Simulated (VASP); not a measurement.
Si16Ge (a cell with a defect), 17 atoms in the cell. The cell holds a defect, 17 atoms: a = 7.679 Å, b = 7.679 Å, c = 7.679 Å, α = 60.00°, β = 60.00°, γ = 60.00°. 

- Program: VASP 6.6.1
- Task: single point
- Functional: PBEsol
- Potentials or basis: VASP PAW PBE potentials, release 64 (Si, Ge_d)
- Cutoff: 520 eV
- k mesh: 2 × 2 × 2
- Occupations: gaussian, width 0.02 eV
- Spin: no spin polarisation
- Dipole correction: no
- Further INCAR settings: LREAL = Auto; ALGO = Normal; EDIFF = 1e-06; NBANDS = 53

Potentials or basis: VASP PAW PBE potentials, release 64 (Si, Ge_d).

The run is started by

```sh
$ cat potpaw_PBE.64/Si/POTCAR potpaw_PBE.64/Ge_d/POTCAR > POTCAR
$ mpirun -np 1 vasp_std > vasp.out
```

Hardware: 1 thread of Intel(R) Xeon(R) 6975P-C (Granite Rapids), with other jobs on the host.

Q: Estimate the wall time of this run.

A: Run time: 2.4 min on 1 thread of Intel(R) Xeon(R) 6975P-C (Granite Rapids), on a shared host, peak memory 0.49 GiB. Counts: scf iterations 14, k points 8.
